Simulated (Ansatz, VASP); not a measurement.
**NaHF2 in VASP and in Ansatz**

```
CELL_PARAMETERS angstrom
1.72845 0.99792 4.54609
-1.72845 0.99792 4.54609
0.00000 -1.99584 4.54609
ATOMIC_POSITIONS crystal
Na 0.00000 0.00000 0.00000
H 0.50000 0.50000 0.50000
F 0.41000 0.41000 0.41000
F 0.59000 0.59000 0.59000
```

Change from the starting cell: zz strain of -2 %.

Alike in both runs: task single point; functional LDA; k mesh 10 × 10 × 10; occupations fermi-dirac, width 0.02 eV; no spin polarisation.

```csv
,VASP,Ansatz
version,VASP 6.6.1,Ansatz 0.2.0
potentials or method,"VASP PAW LDA potentials, release 64 (Na_pv, H, F), cutoff 520 eV","all-electron LAPW, scalar-relativistic"
```

|  | VASP | Ansatz | Ansatz less VASP |
| --- | --- | --- | --- |
| gap on the k mesh at the Fermi level (eV) | 6.44 | 6.46 | +0.024 |
| pressure (GPa) | -5.7 | -5.6 | +0.03 |
| traceless stress, the component that is largest in VASP (GPa) | -8.77 | -9.19 | -0.415 |
| rms of the force components (eV/Å) | 0.756 | 0.778 | +0.0225 |

LDA's correlation is that of Perdew and Zunger in VASP and of Perdew and Wang (1992) in Ansatz. Atom by atom the forces differ by 0.023 eV/Å (rms over components). Ansatz ran all-electron here, and VASP with PAW potentials.
